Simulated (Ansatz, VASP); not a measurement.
## One calculation of Ti6C, two programs

```xyz
7
Lattice="6.2262 0.0000 0.0000 0.0000 6.2262 0.0000 0.0000 0.0000 6.2262" Properties=species:S:1:pos:R:3 pbc="T T T"
Ti    4.0742    0.0000    0.0000
Ti    2.1520    0.0000    0.0000
Ti    0.0000    4.0742    0.0000
Ti    0.0000    2.1520    0.0000
Ti    0.0000    0.0000    4.0742
Ti    0.0000    0.0000    2.1520
C     0.0000    0.0000    0.0000
```

Alike in both runs: functional PBE; k mesh 6 × 6 × 6; occupations gaussian, width 0.1 eV; no spin polarisation.

Ansatz relaxed the structure, and its values are those at the end. VASP's run is a single point on that final structure, the one shown.

|  | VASP | Ansatz |
| --- | --- | --- |
| version | VASP 6.6.1 | Ansatz 0.2.0 |
| potentials or method | VASP PAW PBE potentials, release 64 (Ti_sv, C_h), cutoff 910 eV | scalar-relativistic, plane waves, PAW |
| valence electrons in the cell | 76 | 76 |

VASP gave:

```
gap on the k mesh at the Fermi level (eV) : none
rms of the force components (eV/Å)        : 0.414
```

Q: Estimate Ansatz's values.

A: gap on the k mesh at the Fermi level (eV): none; rms of the force components (eV/Å): 0.016.

A gap of «none» marks a metal or a gap that the smearing closes. One of these differences is far larger than is usual between the two programs; its cause wasn't traced. The functional is the same, so the differences come from potentials, cutoffs and numerics.

Noted on VASP's run: the cutoff is under 1.25 times that of the potentials, so the pressure is a little rough.
